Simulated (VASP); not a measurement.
Write the native input for VASP 6.6.1 that does the following.

```
Task                               : single point
Functional                         : PBE-based screened hybrid
Potentials or basis                : VASP PAW PBE potentials, release 64 (Sr_sv, O)
Cutoff                             : 520 eV
k mesh                             : 4 × 4 × 4
Occupations                        : gaussian, width 0.01 eV
Spin                               : no spin polarisation
Dipole correction                  : no
Grid for exact exchange (PRECFOCK) : Normal
Share of exact exchange            : 0.5
Further INCAR settings             : ALGO = Normal; EDIFF = 1e-07; NBANDS = 15
Screening parameter                : 0.3 1/Å
```

Crystal: SrO.

```
CELL_PARAMETERS angstrom
0.00000 2.79228 2.79228
2.79228 0.00000 2.79228
2.79228 2.79228 0.00000
ATOMIC_POSITIONS crystal
Sr 0.00000 0.00000 0.00000
O 0.25000 0.25000 0.25000
```

One way to write it, as run:

POSCAR

```
SrO
1.0
    0.0000000000      2.7922805108      2.7922805108
    2.7922805108      0.0000000000      2.7922805108
    2.7922805108      2.7922805108      0.0000000000
Sr O
1 1
Direct
    0.0000000000      0.0000000000      0.0000000000
    0.2500000000      0.2500000000      0.2500000000
```

INCAR.step1

```
SYSTEM = SrO
ALGO = Normal ; EDIFF = 1E-5
ENCUT = 520 ; GGA = PE
ISIF = 2 ; ISMEAR = 0
LASPH = .True. ; LCHARG = .False.
LREAL = .False. ; LWAVE = .True.
NBANDS = 15 ; NELM = 80
PREC = Accurate ; SIGMA = 0.01
```

INCAR.step2

```
SYSTEM = SrO
AEXX = 0.5 ; ALGO = Normal
EDIFF = 1E-7 ; ENCUT = 520
GGA = PE ; HFSCREEN = 0.3
ISIF = 2 ; ISMEAR = 0
ISTART = 1 ; LASPH = .True.
LCHARG = .False. ; LHFCALC = .True.
LREAL = .False. ; LWAVE = .False.
NBANDS = 15 ; NELM = 80
PREC = Accurate ; PRECFOCK = Normal
SIGMA = 0.01
```

KPOINTS

```
k-points
0
Gamma
  4 4 4
  0 0 0
```

Potentials or basis: VASP PAW PBE potentials, release 64 (Sr_sv, O).

Run with:

```bash
$ cat potpaw_PBE.64/Sr_sv/POTCAR potpaw_PBE.64/O/POTCAR > POTCAR
$ cp INCAR.step1 INCAR
$ mpirun -np 1 vasp_std > vasp.out
$ cp INCAR.step2 INCAR
$ mpirun -np 1 vasp_std > vasp.out
```

Results of the run:

```json
{
  "Pressure": "-1.1 GPa",
  "Band gap on the k mesh": "4.80 eV, indirect (least direct gap 5.71 eV)"
}
```

Caveat: the k points lie up to 0.49 Å⁻¹ apart; the PAW data sets were made with another functional, which shifts forces and pressure a little.

Wall time 6.3 min on 1 thread of Intel(R) Xeon(R) Platinum 8375C CPU @ 2.90GHz (Ice Lake), with other jobs on the host, peak memory 0.27 GiB.
